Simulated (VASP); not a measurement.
# Li (P6_3/mmc) in VASP: further runs

Li is run at these levels: LDA, r2SCAN; tasks: relaxation of cell and atoms.

All numbers are computed with VASP 6.6.1; they aren't measurements. Logs are shortened: lines on timing, memory, paths and dates and some standing lists are left out, and cuts for length are marked.

## (1) The cell of the first run

It takes space group P6_3/mmc (No. 194, hexagonal). The conventional cell has a = 3.111 Å, b = 3.111 Å, c = 5.093 Å, α = 90.00°, β = 90.00°, γ = 120.00°. Within 4.1 Å of Li (site symmetry -6m2) lie 12 Li at 3.11 to 3.12 Å.

## (2) Relaxation of cell and atoms, LDA

Contents of INCAR:

```
ALGO = Normal ; EDIFF = 1E-6
EDIFFG = -0.01 ; ENCUT = 600
GGA = CA ; IBRION = 2
ISIF = 3 ; ISMEAR = 1
LASPH = True ; LCHARG = False
LREAL = False ; LWAVE = False
NELM = 60 ; NSW = 50
PREC = Accurate ; SIGMA = 0.1
```

Contents of KPOINTS:

```
k-points
0
Gamma
  9 9 5
```

Contents of POSCAR:

```
Li
1.0
    3.1110000000      0.0000000000      0.0000000000
   -1.5555000000      2.6942050312      0.0000000000
    0.0000000000      0.0000000000      5.0930000000
Li
2
Direct
    0.3333333333      0.6666666667      0.2500000000
    0.6666666667      0.3333333333      0.7500000000
```

Potentials or basis: VASP PAW LDA potentials, release 64 (Li_sv).

On the command line:

```console
$ cat potpaw_LDA.64/Li_sv/POTCAR > POTCAR
$ mpirun -np 1 vasp_std > vasp.out
```

OUTCAR:

```text
EDIFF = 1E-6
   EDIFFG = -0.01
   ENCUT = 600
   GGA = CA
   IBRION = 2
   ISIF = 3
   ISMEAR = 1
   LASPH = True
   LREAL = False
   NELM = 60
   NSW = 50
   PREC = Accurate

 ion  position               nearest neighbor table
   1  0.333  0.667  0.250-
   2  0.667  0.333  0.750-

  LATTYP: Found a hexagonal cell.
 ALAT       =     3.1110000000
 C/A-ratio  =     1.6370941819

  Lattice vectors:

 A1 = (   3.1110000000,   0.0000000000,   0.0000000000)
 A2 = (  -1.5555000000,   2.6942050312,   0.0000000000)
 A3 = (   0.0000000000,   0.0000000000,   5.0930000000)

Analysis of symmetry for initial positions (statically):
=====================================================================
 Subroutine PRICEL returns:
 Original cell was already a primitive cell.

 Routine SETGRP: Setting up the symmetry group for a
 hexagonal supercell.

 Subroutine GETGRP returns: Found 24 space group operations
 (whereof 12 operations were pure point group operations)
 out of a pool of 24 trial point group operations.

The static configuration has the point symmetry D_3d.
 The point group associated with its full space group is D_6h.

Analysis of symmetry for dynamics (positions and initial velocities):
=====================================================================
 Subroutine PRICEL returns:
 Original cell was already a primitive cell.

 Routine SETGRP: Setting up the symmetry group for a
 hexagonal supercell.

 Subroutine GETGRP returns: Found 24 space group operations
 (whereof 12 operations were pure point group operations)
 out of a pool of 24 trial point group operations.

The dynamic configuration has the point symmetry D_3d.
 The point group associated with its full space group is D_6h.

 Subroutine INISYM returns: Found 24 space group operations
 (whereof 12 operations are pure point group operations),
 and found     1 'primitive' translations

----------------------------------------------------------------------------------------

                                     Primitive cell

  volume of cell :      42.6879

  direct lattice vectors                    reciprocal lattice vectors
     3.111000000  0.000000000  0.000000000     0.321440051  0.185583500  0.000000000
    -1.555500000  2.694205031  0.000000000     0.000000000  0.371167000  0.000000000
     0.000000000  0.000000000  5.093000000     0.000000000  0.000000000  0.196347929

  length of vectors
[... 90 lines left out ...]
   POTIM  = 0.5000    time-step for ionic-motion
   TEBEG  =    0.0;   TEEND  =   0.0 temperature during run
   PSTRESS=    0.0 pullay stress
   NELECT =       6.0000    total number of electrons
   NUPDOWN=      -1.0000    fix difference up-down
   EMIN   =  10.00;   EMAX   =-10.00  energy-range for DOS
   EFERMI =   0.00;   METHOD = LEGACY
   ISMEAR =     1;   SIGMA  =   0.10  broadening in eV -4-tet -1-fermi 0-gaus
   EFERMI_NEDOS =   21; number of points for ismear=-14 and -15
   IALGO  =     38    algorithm
   IMIX   =      4    mixing-type and parameters
     AMIX     =   0.40;   BMIX     =  1.00
     AMIX_MAG =   1.60;   BMIX_MAG =  1.00
  volume/ion in A,a.u.               =      21.34       144.04
  Fermi-wavevector in a.u.,A,eV,Ry     =   0.851185  1.608506  9.857630  0.724515
  Thomas-Fermi vector in A             =   1.967278
   LORBIT       =      0    0 simple, 1 ext, 2 COOP (PROOUT), +10 PAW based schemes
   GGA     = CA    functional components
   LHFCALC =     F    Hartree Fock is set to
   AEXX    =    0.0000 exact exchange contribution
   IVDW    =     0    specifies the selected vdW correction
   LEPSILON=     F    determine dielectric tensor
   LRPA    =     F    only Hartree local field effects (RPA)
 conjugate gradient relaxation of ions
 non-spin polarized calculation
 Methfessel and Paxton  Order N= 1 SIGMA  =   0.10
  energy-cutoff  :      600.00
  volume of cell :       42.69
 maximum number of plane-waves:      1448
 NGX is ok and might be reduce to    28
   NGX = 13   NGY = 13   NGZ = 21

--------------------------------------- Ionic step        1  -------------------------------------------

 number of electron       6.0000000 magnetization

 Free energy of the ion-electron system (eV)
  ---------------------------------------------------
  ext. energy  EPLUGINS =         0.00000000
  ---------------------------------------------------
  free energy    TOTEN  =        -4.07748646 eV

  energy without entropy =       -4.07652468  energy(sigma->0) =       -4.07716587

------------------------ aborting loop because EDIFF is reached ----------------------------------------

  FORCE on cell =-STRESS in cart. coord.  units (eV):
  Direction    XX          YY          ZZ          XY          YZ          ZX
  --------------------------------------------------------------------------------------
  -------------------------------------------------------------------------------------
  Total       -0.5332443     -0.5332443     -0.1971479      0.0000000     -0.0000000      0.0000000
  in kB      -20.0139331    -20.0139331     -7.3994333      0.0000000     -0.0000000      0.0000000
  external PRESSURE =     -15.8090998 kB  Pullay stress =       0.0000000 kB
[... 203 lines left out ...]
--------------------------------------- Ionic step        7  -------------------------------------------

 number of electron       5.9999998 magnetization

 Free energy of the ion-electron system (eV)
  ---------------------------------------------------
  ext. energy  EPLUGINS =         0.00000000
  ---------------------------------------------------
  free energy    TOTEN  =        -4.11168564 eV

  energy without entropy =       -4.11120658  energy(sigma->0) =       -4.11152596

 E-fermi :   0.8225     XC(G=0):  -7.3528

 val. band max:        0.7910461399   @ k =   0.2222   0.0000   0.2000
 cond. band min:       0.8393671026   @ k =   0.1111   0.0000   0.0000
 fundamental gap:      0.0483209627
 Fermi energy:         0.8225035368

 k-point     1 :       0.0000    0.0000    0.0000
  band No.  band energies     occupation
      1     -44.6542      2.00000
      2     -44.6302      2.00000
      3      -2.7586      2.00000
      4       0.5584      2.00120
      5       3.7580      0.00000
      6      14.3080      0.00000
      7      14.3080      0.00000
[... 221 lines left out ...]
 k-point    24 :       0.3333    0.3333    0.2000
  band No.  band energies     occupation
      1     -44.6186      2.00000
      2     -44.6186      2.00000
      3       2.5322     -0.00000
      4       3.2660      0.00000
      5       3.2660      0.00000
      6       5.9145      0.00000
      7       7.5905      0.00000

 [... further k-points ...]
[... 5 lines left out ...]
  --------------------------------------------------------------------------------------
  -------------------------------------------------------------------------------------
  Total       -0.0009829     -0.0009829      0.0086234      0.0000000     -0.0000000      0.0000000
  in kB       -0.0421519     -0.0421519      0.3698065      0.0000000     -0.0000000      0.0000000
  external PRESSURE =       0.0951676 kB  Pullay stress =       0.0000000 kB
[... 17 lines left out ...]
  FREE ENERGIE OF THE ION-ELECTRON SYSTEM (eV)
  ---------------------------------------------------
  free  energy   TOTEN  =        -4.1116856445 eV

  energy  without entropy=       -4.1112065849  energy(sigma->0) =       -4.11152596

 reached required accuracy - stopping structural energy minimisation
```

OSZICAR:

```text
N       E                     dE             d eps       ncg     rms          rms(c)
DAV:   1     0.676543430747E+01    0.67654E+01   -0.36525E+03   504   0.855E+02
DAV:   2    -0.172939477853E+01   -0.84948E+01   -0.83040E+01   693   0.656E+01
DAV:   3    -0.398467506385E+01   -0.22553E+01   -0.22511E+01   812   0.422E+01
DAV:   4    -0.407979635930E+01   -0.95121E-01   -0.95110E-01   700   0.853E+00
[... 50 lines left out ...]
   6 F= -.41116712E+01 E0= -.41115254E+01  d E =-.341847E-01
       N       E                     dE             d eps       ncg     rms          rms(c)
DAV:   1    -0.411168486318E+01   -0.14138E-04   -0.12295E-03   546   0.481E-01    0.279E-02
DAV:   2    -0.411168636728E+01   -0.15041E-05   -0.20904E-05   735   0.450E-02    0.185E-02
DAV:   3    -0.411168564447E+01    0.72281E-06   -0.10743E-06   434   0.109E-02
   7 F= -.41116856E+01 E0= -.41115260E+01  d E =-.144861E-04
```

Wall time 72 s (1 thread of Intel Xeon Platinum 8259CL at 2.50GHz (Skylake/Cascade Lake), shared host); peak memory 0.15 GiB.

Results:

```yaml
Free_energy: -4.1117 eV
Relaxed_volume: 18.68 Å³/atom
Relaxed_cell: a = 2.939 Å, b = 2.939 Å, c = 4.994 Å, α = 90.00°, β = 90.00°, γ = 120.00°
Space_group_after_relaxing_to_0.05_Å: P6_3/mmc (No. 194)
Energy_gained_by_relaxing: 17.1 meV/atom
Ionic_steps: 7
Pressure_after_relaxing: 0.0 GPa
Band_gap_on_the_k_mesh: zero (band 3 reaches 3.19 eV, above the bottom of band 4 at -1.24 eV)
```

Step by step:
| step | energy change (eV) | largest force (eV/Å) | pressure (GPa) | volume (Å³) |
| --- | --- | --- | --- | --- |
| 1 | 0.0000 | 0.0000 | -1.58 | 42.69 |
| 2 | -0.0133 | 0.0000 | -1.28 | 41.40 |
| 3 | -0.0320 | 0.0000 | -0.45 | 38.57 |
| 4 | -0.0040 | 0.0000 | 2.17 | 33.27 |
| 5 | -0.0342 | 0.0000 | -0.03 | 37.47 |
| 6 | -0.0342 | 0.0000 | 0.02 | 37.34 |
| 7 | -0.0342 | 0.0000 | 0.01 | 37.36 |

Final structure:
```xyz
2
Lattice="2.9392 0.0000 0.0000 -1.4696 2.5454 0.0000 0.0000 0.0000 4.9939" Properties=species:S:1:pos:R:3 pbc="T T T"
Li    0.0000    1.6969    1.2485
Li    1.4696    0.8485    3.7454
```

Levels at points of the mesh, in eV from the Fermi level:
```tsv
k point	band 1	band 2	band 3	band 4	band 5	band 6	band 7
(0.00, 0.00, 0.00)	-45.48	-45.45	-3.58	-0.26	2.94	13.49	13.49
```

Caveat: the cutoff is under 1.25 times the usual one of these potentials, so pressure, stress and relaxed cells hold a basis-set (Pulay) error; the volume moved by -12 % from the deposited cell, more than functionals usually miss. Zero-point motion and thermal expansion aren't in these numbers.

## (3) Relaxation of cell and atoms, r2SCAN

POSCAR is that of step 2.

Contents of INCAR.step1:

```
  PREC = Accurate
  ENCUT = 600
  ISMEAR = 1
  SIGMA = 0.1
  LREAL = F
  LASPH = T
  NELM = 60
  GGA = PE
  ALGO = Normal
  EDIFF = 1E-4
  LWAVE = T
  LCHARG = F
```

Contents of INCAR.step2:

```
  PREC = Accurate
  ENCUT = 600
  EDIFF = 1E-6
  ISMEAR = 1
  SIGMA = 0.1
  LREAL = F
  LASPH = T
  NELM = 60
  ALGO = Normal
  ISIF = 3
  LWAVE = F
  LCHARG = F
  METAGGA = R2SCAN
  LMIXTAU = T
  IBRION = 2
  NSW = 50
  EDIFFG = -0.01
  ISTART = 1
```

Contents of KPOINTS:

```
Automatic mesh
0
Gamma
  9 9 5
```

Potentials or basis: VASP PAW PBE potentials, release 64 (Li_sv).

On the command line:

```console
$ cat potpaw_PBE.64/Li_sv/POTCAR > POTCAR
$ cp INCAR.step1 INCAR
$ mpirun -np 1 vasp_std > vasp.out
$ cp INCAR.step2 INCAR
$ mpirun -np 1 vasp_std > vasp.out
```

Wall time 9.7 min (1 thread of Intel Xeon Platinum 8259CL at 2.50GHz (Skylake/Cascade Lake), shared host); peak memory 0.18 GiB.

The run converged. Its results:

* Free energy: -4.7853 eV
* Relaxed volume: 20.13 Å³/atom
* Relaxed cell: a = 3.011 Å, b = 3.011 Å, c = 5.126 Å, α = 90.00°, β = 90.00°, γ = 120.00°
* Space group after relaxing (to 0.05 Å): P6_3/mmc (No. 194)
* Energy gained by relaxing: 4.0 meV/atom
* Ionic steps: 9
* Pressure after relaxing: 0.0 GPa
* Band gap on the k mesh: zero (band 3 reaches 3.16 eV, above the bottom of band 4 at -1.59 eV)

Step by step:
```tsv
step	energy change (eV)	largest force (eV/Å)	pressure (GPa)	volume (Å³)
1	0.0000	0.0000	-0.37	42.69
2	-0.0035	0.0000	-0.36	42.38
3	-0.0081	0.0000	-0.27	41.45
4	-0.0080	0.0000	-0.26	41.38
5	-0.0081	0.0000	-0.22	41.01
6	-0.0073	0.0000	0.19	39.90
7	-0.0080	0.0000	-0.04	40.36
8	-0.0079	0.0000	0.01	40.24
9	-0.0079	0.0000	0.00	40.25
```

Final structure:
```
Li
1.0
     3.01108    0.00000    0.00000
    -1.50554    2.60767    0.00000
     0.00000    0.00000    5.12621
Li
2
Direct
  0.33333 0.66667 0.25000
  0.66667 0.33333 0.75000
```

Levels at points of the mesh, in eV from the Fermi level:
```tsv
k point	band 1	band 2	band 3	band 4	band 5	band 6
(0.00, 0.00, 0.00)	-48.03	-48.01	-3.86	-0.23	2.85	14.45
```

Caveat: the cutoff is under 1.25 times the usual one of these potentials, so pressure, stress and relaxed cells hold a basis-set (Pulay) error; the PAW data sets were made with another functional, which shifts forces and pressure a little.
